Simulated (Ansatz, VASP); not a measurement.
# Sb: VASP beside Ansatz

Contents of INCAR:

```
SYSTEM = Sb
ALGO = Normal
EDIFF = 1E-6
EDIFFG = -0.01
ENCUT = 600
GGA = PE
IBRION = 2
ISIF = 3
ISMEAR = 0
LASPH = .TRUE.
LCHARG = .FALSE.
LREAL = .FALSE.
LWAVE = .FALSE.
NELM = 80
NSW = 100
PREC = Accurate
SIGMA = 0.1
```

File KPOINTS:

```
k-points
0
G
  12 12 12
  0 0 0
```

File POSCAR:

```
Sb
1.0
   -2.7959248812      2.7959248812      3.1294022845
    2.7959248812     -2.7959248812      3.1294022845
    2.7959248812      2.7959248812     -3.1294022845
Sb
3
Direct
    0.7500000000      0.2500000000      0.5000000000
    0.2500000000      0.7500000000      0.5000000000
    0.5000000000      0.5000000000      0.0000000000
```

Input for Ansatz:

```yaml
crystal:
  lattice:
    - [-2.7959248812, 2.7959248812, 3.1294022845]
    - [2.7959248812, -2.7959248812, 3.1294022845]
    - [2.7959248812, 2.7959248812, -3.1294022845]
  atoms:
    - { symbol: Sb, position: [0.75, 0.25, 0.5] }
    - { symbol: Sb, position: [0.25, 0.75, 0.5] }
    - { symbol: Sb, position: [0.5, 0.5, 0.0] }
basis:
  ecutwfc: 420
kpoints:
  mp_grid: { grid: [12, 12, 12] }
hamiltonian:
  xc: pbe
scf:
  occupations: { method: gaussian, width: 0.1 }
output:
  forces: true
  stress: true
  eigenvalues: true
relax:
  adjacent_minimum: "off"
  f_tol: 0.01
  max_steps: 80
  cell: { stress_tol: 0.05 }
```

Alike in both runs: task relaxation of cell and atoms; functional PBE; k mesh 12 × 12 × 12; occupations gaussian, width 0.1 eV; no spin polarisation.

|  | VASP | Ansatz |
| --- | --- | --- |
| version | VASP 6.6.1 | Ansatz 0.2.0 |
| potentials or method | VASP PAW PBE potentials, release 64 (Sb), cutoff 600 eV | scalar-relativistic, plane waves, PAW |
| valence electrons in the cell | 15 | 45 |

```csv
,VASP,Ansatz,Ansatz less VASP
"gap on the k mesh at the Fermi level, each at its own relaxed structure (eV)",none,none,-
relaxed volume (Å³/atom),32.69,32.75,+0.054
relaxed cell length with the largest relative difference (Å),5.043,5.045,+0.0022
```

A gap of «none» marks a metal or a gap that the smearing closes. VASP's potentials hold 15 valence electrons a cell and Ansatz's 45, so a difference there can come from the potentials and not from the codes.

Spin-orbit coupling is off throughout.
